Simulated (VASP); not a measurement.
Input of a VASP 6.6.1 run:

POSCAR

```
BeTe
1.0
    0.0000000000      2.8286229065      2.8286229065
    2.8286229065      0.0000000000      2.8286229065
    2.8286229065      2.8286229065      0.0000000000
Be Te
1 1
Direct
    0.0000000000      0.0000000000      0.0000000000
    0.2500000000      0.2500000000      0.2500000000
```

Contents of INCAR.step1:

```
  PREC = Accurate
  ENCUT = 520
  EDIFF = 1E-5
  ISMEAR = 0
  SIGMA = 0.01
  LREAL = F
  LASPH = T
  NELM = 150
  ALGO = Normal
  ISIF = 2
  LWAVE = T
  LCHARG = F
  LNONCOLLINEAR = T
  MAGMOM = 0 0 0 0 0 0
  LORBIT = 11
  LSORBIT = T
  GGA_COMPAT = F
  LORBMOM = T
  NBANDS = 20
  GGA = PE
```

File INCAR.step2:

```
  PREC = Accurate
  ENCUT = 520
  EDIFF = 1E-7
  ISMEAR = 0
  SIGMA = 0.01
  LREAL = F
  LASPH = T
  NELM = 150
  ALGO = Normal
  ISIF = 2
  LWAVE = F
  LCHARG = F
  LNONCOLLINEAR = T
  MAGMOM = 0 0 0 0 0 0
  LORBIT = 11
  LSORBIT = T
  GGA_COMPAT = F
  LORBMOM = T
  GGA = PE
  LHFCALC = T
  HFSCREEN = 0.2079
  PRECFOCK = Normal
  NBANDS = 20
  ISTART = 1
```

KPOINTS

```
regular mesh
0
Gamma
  4 4 4
```

Potentials or basis: VASP PAW PBE potentials, release 64 (Be, Te).

Launch:

```console
$ cat potpaw_PBE.64/Be/POTCAR potpaw_PBE.64/Te/POTCAR > POTCAR
$ cp INCAR.step1 INCAR
$ mpirun -np 1 vasp_ncl > vasp.out
$ cp INCAR.step2 INCAR
$ mpirun -np 1 vasp_ncl > vasp.out
```

Problem. Predict the pressure.

Solution. -0.5 GPa.

Problem. What does it give for the net moment?

Solution. 0.00 μB per cell.

Moments on the atoms (μB; x, y, z):
```
Be  0.00 0.00 0.00
Te  0.00 0.00 0.00
```

Caveat: the k points lie up to 0.48 Å⁻¹ apart; the PAW data sets were made with another functional, which shifts forces and pressure a little.
